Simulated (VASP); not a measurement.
## H15C2NO6: single point with PBE

The system is H15C2NO6.

```xyz
24
Lattice="6.4393 0.0000 0.0000 0.0000 6.4393 0.0000 0.0000 0.0000 6.4393" Properties=species:S:1:pos:R:3 pbc="T T T"
O     3.4283    0.3585    5.0356
O     2.8583    1.5095    1.6918
O     2.6222    4.1369    5.5034
O     0.5677    2.9201    2.6011
O     4.3995    2.5955    3.7327
O     2.0209    5.3070    1.5825
H     4.1291   -0.0664    5.5656
H     3.8898    1.0746    4.5147
H     3.1087    1.7122    0.7725
H     2.7288    0.5241    1.7131
H     2.6210    5.0028    5.0461
H     3.2769    3.6264    4.9739
H     1.0103    3.7921    2.5856
H     1.3001    2.3284    2.3038
H     3.9052    2.3375    2.9158
H     5.3174    2.7781    3.4169
H     1.1073    5.5147    1.3016
H     2.3848    4.8094    0.8101
H     0.1926    2.3485    6.0665
H     1.5135    1.2062    5.6288
H     0.0853    1.3433    4.5857
C     0.4273    1.3659    5.6281
C    -0.2118    0.3139    6.3727
N    -0.7315   -0.5478    6.9615
```

| Property | Result |
| --- | --- |
| Program | VASP 6.6.1 |
| Task | single point |
| Functional | PBE |
| Potentials or basis | VASP PAW PBE potentials, release 64 (O_h, H_h, C_h, N_h) |
| Cutoff | 1000 eV |
| k mesh | 1 × 1 × 1 |
| Occupations | fermi-dirac, width 0.05 eV |
| Spin | no spin polarisation |

The pressure is 0.2 GPa and the largest force is 0.297 eV/Å.

Forces in eV/Å, atoms in the order of the input:
```
O    0.200  0.190 -0.057
O    0.056  0.079 -0.033
O    0.062 -0.027 -0.095
O    0.136  0.001  0.006
O   -0.008 -0.041 -0.059
O    0.003  0.037  0.046
H   -0.069  0.019 -0.034
H   -0.122 -0.199  0.184
H   -0.060 -0.085  0.098
H   -0.022 -0.058 -0.040
H    0.025  0.008  0.044
H   -0.019 -0.022  0.046
H   -0.083  0.031 -0.038
H   -0.148  0.001  0.014
H   -0.003 -0.025  0.012
H   -0.022 -0.019 -0.022
H    0.005 -0.085  0.007
H    0.013 -0.035 -0.024
H    0.036 -0.009 -0.024
H    0.019  0.024 -0.020
H    0.014  0.034  0.042
C   -0.062  0.019  0.003
C    0.056  0.144 -0.049
N   -0.006  0.014 -0.007
```

Stress tensor (GPa, compression positive):
```
 0.48 -0.28  0.87
-0.28  0.24 -0.44
 0.87 -0.44  0.00
```

Levels at points of the mesh, in eV from the Fermi level:
| k point | band 30 | band 31 | band 32 | band 33 | band 34 | band 35 |
| --- | --- | --- | --- | --- | --- | --- |
| (0.00, 0.00, 0.00) | -1.69 | -1.46 | -1.24 | 3.81 | 4.70 | 4.98 |

Wall time 91 s on 1 thread of Intel(R) Xeon(R) Platinum 8259CL CPU @ 2.50GHz (Skylake/Cascade Lake), on a shared host, peak memory 0.71 GiB.

Caveat: the k points lie up to 0.98 Å⁻¹ apart, too coarse for converged energies, forces and pressures.
